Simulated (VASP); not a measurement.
The system is CoBr.

```
CELL_PARAMETERS angstrom
3.44112 0.00000 0.00000
0.00000 3.44112 0.00000
0.00000 0.00000 3.44112
ATOMIC_POSITIONS crystal
Co 0.00000 0.00000 0.00000
Br 0.50000 0.50000 0.50000
```

* Program: VASP 6.6.1
* Task: relaxation of cell and atoms
* Functional: PBE
* Potentials or basis: VASP PAW PBE potentials, release 64 (Co, Br)
* Cutoff: 600 eV
* k mesh: 6 × 6 × 6
* Occupations: gaussian, width 0.1 eV
* Spin: collinear spin, ferromagnetic start
* Starting moments: [2.18, 0.13] μB

At the start: pressure -5.8 GPa; volume 20.37 Å³/atom.

Problem. Where does the relaxation end?

Solution. Over 5 steps the energy falls by 72.3 meV/atom and the volume is 17.09 Å³/atom (-16.1 %); space group Pm-3m (No. 221, to 0.05 Å); moment 2.01 μB per cell.

Step by step:
| step | energy change (eV) | largest force (eV/Å) | pressure (GPa) | volume (Å³) |
| --- | --- | --- | --- | --- |
| 1 | 0.0000 | 0.0000 | -5.78 | 40.75 |
| 2 | -0.1146 | 0.0000 | -3.84 | 36.56 |
| 3 | -0.0641 | 0.0000 | 8.57 | 30.93 |
| 4 | -0.1439 | 0.0000 | -0.66 | 34.54 |
| 5 | -0.1446 | 0.0000 | -0.02 | 34.18 |

Final structure:
```
Co Br
1.0
     3.24545    0.00000    0.00000
     0.00000    3.24545    0.00000
     0.00000    0.00000    3.24545
Co Br
1 1
Direct
  0.00000 0.00000 0.00000
  0.50000 0.50000 0.50000
```

Caveat: the volume moved by over 15 % at a fixed basis, so the end points are rough.
